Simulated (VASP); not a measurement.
# MgO (P6_3mc) in VASP: a series of runs

Runs on MgO. Level: PBE. Tasks: single point.

All numbers are computed with VASP 6.6.1; they aren't measurements. Logs are shortened: lines on timing, memory, paths and dates and some standing lists are left out, and cuts for length are marked.

### Step 1. The cell of the first run

Symmetry: P6_3mc, No. 186, hexagonal system. The conventional cell has a = 3.245 Å, b = 3.245 Å, c = 5.347 Å, α = 90.00°, β = 90.00°, γ = 120.00°. Within 2.6 Å of Mg (site symmetry 3m) lie 4 O at 1.96 to 2.10 Å. O (site symmetry 3m) has 4 Mg at 1.96 to 2.10 Å within 2.6 Å.

### Step 2. Single point, PBE (c/a of the conventional cell at fixed volume 1.6478)

Input file INCAR:

```
PREC = Accurate
ENCUT = 520
EDIFF = 1E-7
ISMEAR = 0
SIGMA = 0.05
LREAL = False
LASPH = True
NELM = 60
ALGO = Normal
ISIF = 2
LWAVE = False
LCHARG = True
GGA = PE
LELF = True
LVHAR = True
NBANDS = 16
```

Input file KPOINTS:

```
Automatic mesh
0
Gamma
  9 9 6
```

Input file POSCAR:

```
MgO
1.0
    3.2447370978      0.0000000000      0.0000000000
   -1.6223685489      2.8100247553      0.0000000000
    0.0000000000      0.0000000000      5.3466777897
Mg O
2 2
Direct
    0.3333333333      0.6666666667      0.0063188013
    0.6666666667      0.3333333333      0.5063188013
    0.3333333333      0.6666666667      0.3982811987
    0.6666666667      0.3333333333      0.8982811987
```

Potentials or basis: VASP PAW PBE potentials, release 64 (Mg, O).

Started as:

```
$ cat potpaw_PBE.64/Mg/POTCAR potpaw_PBE.64/O/POTCAR > POTCAR
$ mpirun -np 1 vasp_std > vasp.out
```

OUTCAR:

```text
PREC = Accurate
   ENCUT = 520
   EDIFF = 1E-7
   ISMEAR = 0
   LREAL = False
   LASPH = True
   NELM = 60
   ISIF = 2
   GGA = PE

 ion  position               nearest neighbor table
   1  0.333  0.667  0.006-   4 1.96   4 1.96   4 1.96   3 2.10   2 3.26   2 3.26   2 3.26   2 3.26
                             2 3.26   2 3.26
   2  0.667  0.333  0.506-   3 1.96   3 1.96   3 1.96   4 2.10   1 3.26   1 3.26   1 3.26   1 3.26
                             1 3.26   1 3.26
   3  0.333  0.667  0.398-   2 1.96   2 1.96   2 1.96   1 2.10
   4  0.667  0.333  0.898-   1 1.96   1 1.96   1 1.96   2 2.10

  LATTYP: Found a hexagonal cell.
 ALAT       =     3.2447370978
 C/A-ratio  =     1.6478000000

  Lattice vectors:

 A1 = (   3.2447370978,   0.0000000000,   0.0000000000)
 A2 = (  -1.6223685489,   2.8100247553,   0.0000000000)
 A3 = (   0.0000000000,   0.0000000000,   5.3466777897)

Analysis of symmetry for initial positions (statically):
=====================================================================
 Subroutine PRICEL returns:
 Original cell was already a primitive cell.

 Routine SETGRP: Setting up the symmetry group for a
 hexagonal supercell.

 Subroutine GETGRP returns: Found 12 space group operations
 (whereof  6 operations were pure point group operations)
 out of a pool of 24 trial point group operations.

The static configuration has the point symmetry C_3v.
 The point group associated with its full space group is C_6v.

Analysis of symmetry for dynamics (positions and initial velocities):
=====================================================================
 Subroutine PRICEL returns:
 Original cell was already a primitive cell.

 Routine SETGRP: Setting up the symmetry group for a
 hexagonal supercell.

 Subroutine GETGRP returns: Found 12 space group operations
 (whereof  6 operations were pure point group operations)
 out of a pool of 24 trial point group operations.

The dynamic configuration has the point symmetry C_3v.
 The point group associated with its full space group is C_6v.

 Subroutine INISYM returns: Found 12 space group operations
 (whereof  6 operations are pure point group operations),
 and found     1 'primitive' translations

----------------------------------------------------------------------------------------

                                     Primitive cell

  volume of cell :      48.7499

  direct lattice vectors                    reciprocal lattice vectors
     3.244737098  0.000000000  0.000000000     0.308191379  0.177934376  0.000000000
    -1.622368549  2.810024755  0.000000000     0.000000000  0.355868751  0.000000000
     0.000000000  0.000000000  5.346677790     0.000000000  0.000000000  0.187032030

  length of vectors
     3.244737098  3.244737098  5.346677790     0.355868751  0.355868751  0.187032030

  position of ions in fractional coordinates (direct lattice)
     0.333333333  0.666666667  0.006318801
     0.666666667  0.333333333  0.506318801
     0.333333333  0.666666667  0.398281199
     0.666666667  0.333333333  0.898281199

  ion indices of the primitive-cell ions
   primitive index   ion index
                 1           1
                 2           2
                 3           3
                 4           4

----------------------------------------------------------------------------------------

 KPOINTS: Automatic mesh

Automatic generation of k-mesh.
 Grid dimensions read from file:
 generate k-points for:    9    9    6

 Generating k-lattice:

  Cartesian coordinates                     Fractional coordinates (reciprocal lattice)
     0.034243487  0.019770486  0.000000000     0.111111111  0.000000000  0.000000000
     0.000000000  0.039540972  0.000000000     0.000000000  0.111111111  0.000000000
     0.000000000  0.000000000  0.031172005     0.000000000  0.000000000  0.166666667

  Length of vectors
     0.039540972  0.039540972  0.031172005

  Shift w.r.t. Gamma in fractional coordinates (k-lattice)
     0.000000000  0.000000000  0.000000000

 Subroutine IBZKPT returns following result:
 ===========================================

 Found     48 irreducible k-points:

 Following reciprocal coordinates:
            Coordinates               Weight
  0.000000  0.000000  0.000000      1.000000
  0.111111  0.000000  0.000000      6.000000
  0.222222  0.000000  0.000000      6.000000
  0.333333  0.000000  0.000000      6.000000
  0.444444  0.000000  0.000000      6.000000
  0.111111  0.111111  0.000000      6.000000
[... 16 lines left out ...]
  0.333333  0.222222  0.166667     24.000000
  0.333333  0.333333  0.166667      4.000000
 [... further k-points ...]
   k-points           NKPTS =     48   k-points in BZ     NKDIM =     48   number of bands    NBANDS=     16
   number of dos      NEDOS =    301   number of ions     NIONS =      4
   total plane-waves  NPLWV =  23040
   dimension x,y,z NGX =    24 NGY =   24 NGZ =   40
   dimension x,y,z NGXF=    48 NGYF=   48 NGZF=   80
   ions per type =               2   2
   NGX,Y,Z   is equivalent  to a cutoff of  12.30, 12.30, 12.44 a.u.
   NGXF,Y,Z  is equivalent  to a cutoff of  24.59, 24.59, 24.87 a.u.
 SYSTEM =  unknown system
   PREC   = accura    normal or accurate (medium, high low for compatibility)
   ISTART =      0    job   : 0-new  1-cont  2-samecut
   ICHARG =      2    charge: 1-file 2-atom 10-const
   ISPIN  =      1    spin polarized calculation?
   LNONCOLLINEAR =      F non collinear calculations
   LSORBIT =      F    spin-orbit coupling
   LASPH  =      T    aspherical Exc in radial PAW
   ENCUT  =  520.0 eV  38.22 Ry    6.18 a.u.   6.03  6.03  9.94*2*pi/ulx,y,z
   NELM   =     60;   NELMIN=  2; NELMDL= -5     # of ELM steps
   EDIFF  = 0.1E-06   stopping-criterion for ELM
   LREAL  =      F    real-space projection
   EDIFFG = 0.1E-05   stopping-criterion for IOM
   NSW    =      0    number of steps for IOM
   IBRION =     -1    ionic relax: 0-MD 1-quasi-New 2-CG
   NFREE  =      0    steps in history (QN), initial steepest desc. (CG)
   ISIF   =      2    stress and relaxation
   ISYM   =      2    0-nonsym 1-usesym 2-fastsym
   POTIM  = 0.5000    time-step for ionic-motion
   TEBEG  =    0.0;   TEEND  =   0.0 temperature during run
   PSTRESS=    0.0 pullay stress
   NELECT =      16.0000    total number of electrons
   NUPDOWN=      -1.0000    fix difference up-down
   EMIN   =  10.00;   EMAX   =-10.00  energy-range for DOS
   EFERMI =   0.00;   METHOD = LEGACY
   ISMEAR =     0;   SIGMA  =   0.05  broadening in eV -4-tet -1-fermi 0-gaus
   EFERMI_NEDOS =   21; number of points for ismear=-14 and -15
   IALGO  =     38    algorithm
   IMIX   =      4    mixing-type and parameters
     AMIX     =   0.40;   BMIX     =  1.00
     AMIX_MAG =   1.60;   BMIX_MAG =  1.00
  volume/ion in A,a.u.               =      12.19        82.25
  Fermi-wavevector in a.u.,A,eV,Ry     =   1.129250  2.133974 17.350238  1.275207
  Thomas-Fermi vector in A             =   2.265943
   LORBIT       =      0    0 simple, 1 ext, 2 COOP (PROOUT), +10 PAW based schemes
   GGA     = PE    functional components
   LHFCALC =     F    Hartree Fock is set to
   AEXX    =    0.0000 exact exchange contribution
   IVDW    =     0    specifies the selected vdW correction
   LEPSILON=     F    determine dielectric tensor
   LRPA    =     F    only Hartree local field effects (RPA)
 non-spin polarized calculation
 Gauss-broadening in eV      SIGMA  =   0.05
  energy-cutoff  :      520.00
  volume of cell :       48.75
 maximum number of plane-waves:      1338
   NGX = 13   NGY = 13   NGZ = 19

 number of electron      16.0000008 magnetization

 Free energy of the ion-electron system (eV)
  ---------------------------------------------------
  ext. energy  EPLUGINS =         0.00000000
  ---------------------------------------------------
  free energy    TOTEN  =       -23.45738823 eV

  energy without entropy =      -23.45738823  energy(sigma->0) =      -23.45738823

 E-fermi :   1.0531     XC(G=0):  -9.6004

 val. band max:        0.7539837310   @ k =   0.0000   0.0000   0.0000
 cond. band min:       4.2485302790   @ k =   0.0000   0.0000   0.0000
 fundamental gap:      3.4945465480
 Fermi energy:         1.0531232238

 k-point     1 :       0.0000    0.0000    0.0000
  band No.  band energies     occupation
      1     -15.1978      2.00000
      2     -14.5765      2.00000
      3      -2.3455      2.00000
      4       0.3929      2.00000
      5       0.3929      2.00000
      6       0.6062      2.00000
[... 8 lines left out ...]
     15      17.6847      0.00000
     16      17.6847      0.00000

 k-point     2 :       0.1111    0.0000    0.0000
  band No.  band energies     occupation
      1     -15.1353      2.00000
      2     -14.5460      2.00000
      3      -2.2162      2.00000
      4       0.0470      2.00000
      5       0.2223      2.00000
      6       0.3170      2.00000
[... 8 lines left out ...]
     15      17.0132      0.00000
     16      17.6265      0.00000

 k-point     3 :       0.2222    0.0000    0.0000
  band No.  band energies     occupation
      1     -14.9682      2.00000
      2     -14.4718      2.00000
      3      -1.8519      2.00000
      4      -0.8092      2.00000
      5      -0.3869      2.00000
      6       0.1548      2.00000
[... 8 lines left out ...]
     15      16.0437      0.00000
     16      16.6855      0.00000

 k-point     4 :       0.3333    0.0000    0.0000
  band No.  band energies     occupation
      1     -14.7561      2.00000
      2     -14.4000      2.00000
      3      -1.5855      2.00000
      4      -1.3279      2.00000
      5      -0.9589      2.00000
      6      -0.0050      2.00000
[... 8 lines left out ...]
     15      15.5017      0.00000
     16      16.8633      0.00000

 k-point     5 :       0.4444    0.0000    0.0000
  band No.  band energies     occupation
      1     -14.5892      2.00000
      2     -14.3754      2.00000
      3      -2.0195      2.00000
      4      -1.3094      2.00000
      5      -0.8196      2.00000
      6      -0.1009      2.00000
[... 8 lines left out ...]
     15      15.1205      0.00000
     16      17.0752      0.00000

 k-point     6 :       0.1111    0.1111    0.0000
  band No.  band energies     occupation
      1     -15.0204      2.00000
      2     -14.4935      2.00000
      3      -1.9690      2.00000
      4      -0.5022      2.00000
      5      -0.2934      2.00000
      6       0.2629      2.00000
[... 8 lines left out ...]
     15      15.9880      0.00000
     16      16.8321      0.00000
[... 267 lines left out ...]
 k-point    21 :       0.4444    0.1111    0.1667
  band No.  band energies     occupation
      1     -14.5276      2.00000
      2     -14.3851      2.00000
      3      -2.0318      2.00000
      4      -1.4441      2.00000
      5      -0.5855      2.00000
      6      -0.1929      2.00000
[... 8 lines left out ...]
     15      14.7044      0.00000
     16      16.9486      0.00000

 k-point    22 :       0.2222    0.2222    0.1667
  band No.  band energies     occupation
      1     -14.6351      2.00000
      2     -14.3943      2.00000
      3      -1.5982      2.00000
      4      -1.4225      2.00000
      5      -0.6110      2.00000
      6      -0.3709      2.00000
[... 8 lines left out ...]
     15      14.3611      0.00000
     16      17.4214      0.00000

 k-point    23 :       0.3333    0.2222    0.1667
  band No.  band energies     occupation
      1     -14.4995      2.00000
      2     -14.3820      2.00000
      3      -1.7669      2.00000
      4      -1.2978      2.00000
      5      -0.7912      2.00000
      6      -0.3367      2.00000
[... 8 lines left out ...]
     15      14.2378      0.00000
     16      17.3506      0.00000

 k-point    24 :       0.3333    0.3333    0.1667
  band No.  band energies     occupation
      1     -14.4154      2.00000
      2     -14.4154      2.00000
      3      -1.5720      2.00000
      4      -1.1308      2.00000
      5      -1.1308      2.00000
      6      -0.5895      2.00000
[... 8 lines left out ...]
     15      14.2386      0.00000
     16      18.2704      0.00000

 [... further k-points ...]

------------------------ aborting loop because EDIFF is reached ----------------------------------------

  FORCE on cell =-STRESS in cart. coord.  units (eV):
  Direction    XX          YY          ZZ          XY          YZ          ZX
  --------------------------------------------------------------------------------------
  -------------------------------------------------------------------------------------
  Total        1.4233599      1.4233599     -2.1478891      0.0000000      0.0000000      0.0000000
  in kB       46.7790767     46.7790767    -70.5909070      0.0000000      0.0000000      0.0000000
  external PRESSURE =       7.6557488 kB  Pullay stress =       0.0000000 kB

 VOLUME and BASIS-vectors are now :
 -----------------------------------------------------------------------------
  energy-cutoff  :      520.00
  volume of cell :       48.75
      direct lattice vectors                 reciprocal lattice vectors
     3.244737098  0.000000000  0.000000000     0.308191379  0.177934376  0.000000000
    -1.622368549  2.810024755  0.000000000     0.000000000  0.355868751  0.000000000
     0.000000000  0.000000000  5.346677790     0.000000000  0.000000000  0.187032030

 POSITION                                       TOTAL-FORCE (eV/Angst)
 -----------------------------------------------------------------------------------
     -0.00000      1.87335      0.03378         0.000000     -0.000000      0.474089
      1.62237      0.93667      2.70712        -0.000000      0.000000      0.474089
     -0.00000      1.87335      2.12948         0.000000      0.000000     -0.474089
      1.62237      0.93667      4.80282        -0.000000      0.000000     -0.474089
 -----------------------------------------------------------------------------------
    total drift:                               -0.000000      0.000000     -0.001217

  FREE ENERGIE OF THE ION-ELECTRON SYSTEM (eV)
  ---------------------------------------------------
  free  energy   TOTEN  =       -23.4573882335 eV

  energy  without entropy=      -23.4573882335  energy(sigma->0) =      -23.45738823
```

It took 61 s on 1 thread of AMD EPYC 7R13, shared host; peak memory 0.15 GiB.

Results:

* Free energy: -23.4574 eV
* Pressure: 0.8 GPa
* Largest force: 0.474 eV/Å
* Band gap on the k mesh: 3.49 eV, direct

Forces in eV/Å, atoms in the order of the input:
```
Mg   0.000  0.000  0.474
Mg   0.000  0.000  0.474
O    0.000  0.000 -0.474
O    0.000  0.000 -0.474
```

Stress tensor (GPa, compression positive):
```
 4.68  0.00  0.00
 0.00  4.68  0.00
 0.00  0.00 -7.06
```

 A k mesh can miss the band edges.

(Part 1 of 2 ends here.)
